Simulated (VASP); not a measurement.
A run of VASP 6.6.1 is set up as follows.

The input INCAR:

```
ALGO = Normal
EDIFF = 1E-6
ENCUT = 520
GGA = PS
ISIF = 2
ISMEAR = 0
LASPH = T
LCHARG = F
LREAL = F
LWAVE = F
NBANDS = 23
NELM = 100
PREC = Accurate
SIGMA = 0.1
```

KPOINTS

```
k-points
0
Gamma
  16 16 12
```

File POSCAR:

```
HfN
1.0
    2.1833418773      2.1833418773      0.0000000000
   -2.1833418773      2.1833418773      0.0000000000
    0.0000000000      0.0000000000      4.5500349348
Hf N
2 2
Direct
    0.0000000000      0.0000000000      0.0000000000
    0.5000000000      0.5000000000      0.5000000000
    0.5000000000      0.5000000000      0.0000000000
    0.0000000000      0.0000000000      0.5000000000
```

Potentials or basis: VASP PAW PBE potentials, release 64 (Hf_pv, N).

Launch:

```sh
$ cat potpaw_PBE.64/Hf_pv/POTCAR potpaw_PBE.64/N/POTCAR > POTCAR
$ mpirun -np 1 vasp_std > vasp.out
```

Problem. Predict the band gap on the k mesh.

Solution. Zero (band 15 reaches 12.33 eV, above the bottom of band 16 at 5.14 eV).

Problem. Estimate the pressure.

Solution. 14.9 GPa.

Stress tensor (GPa, compression positive):
```
23.44  0.00  0.00
 0.00 23.44  0.00
 0.00  0.00 -2.13
```

Caveat: the cell differs from its parent crystal (biaxial strain in the a-b plane: -3.0 %, then relaxed in part); the PAW data sets were made with another functional, which shifts forces and pressure a little; spin-orbit coupling is left out, which moves the levels of the heavy elements.
